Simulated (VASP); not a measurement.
Here is a VASP 6.6.1 calculation.

Contents of INCAR:

```
ALGO = Normal
EDIFF = 1E-6
ENCUT = 750
GGA = PE
GGA_COMPAT = False
ISIF = 2
ISMEAR = 0
LASPH = True
LCHARG = False
LREAL = False
LWAVE = False
NBANDS = 24
NELM = 120
PREC = Accurate
SIGMA = 0.15
```

The input KPOINTS:

```
k-points
0
Gamma
  3 3 3
```

POSCAR

```
Li3ZrN2
1.0
    4.4908087581      0.0000000000      0.0000000000
    0.0000000000      4.4908087581      0.0000000000
    0.0000000000      0.0000000000      3.6773373480
Li Zr N
3 1 2
Direct
    0.5000000000      0.0000000000      0.5000000000
    0.0000000000      0.5000000000      0.5000000000
    0.5000000000      0.5000000000      0.5000000000
    0.0000000000      0.0000000000      0.0000000000
    0.5000000000      0.0000000000      0.0000000000
    0.0000000000      0.5000000000      0.0000000000
```

Potentials or basis: VASP PAW PBE potentials, release 64 (Li_sv, Zr_sv, N).

The run is started by

```console
$ cat potpaw_PBE.64/Li_sv/POTCAR potpaw_PBE.64/Zr_sv/POTCAR potpaw_PBE.64/N/POTCAR > POTCAR
$ mpirun -np 1 vasp_std > vasp.out
```

Task: What does it give for the pressure?

Result: 0.4 GPa.

Stress tensor (GPa, compression positive):
```
0.56 0.00 0.00
0.00 0.56 0.00
0.00 0.00 0.04
```

Caveat: the k points lie up to 0.57 Å⁻¹ apart.
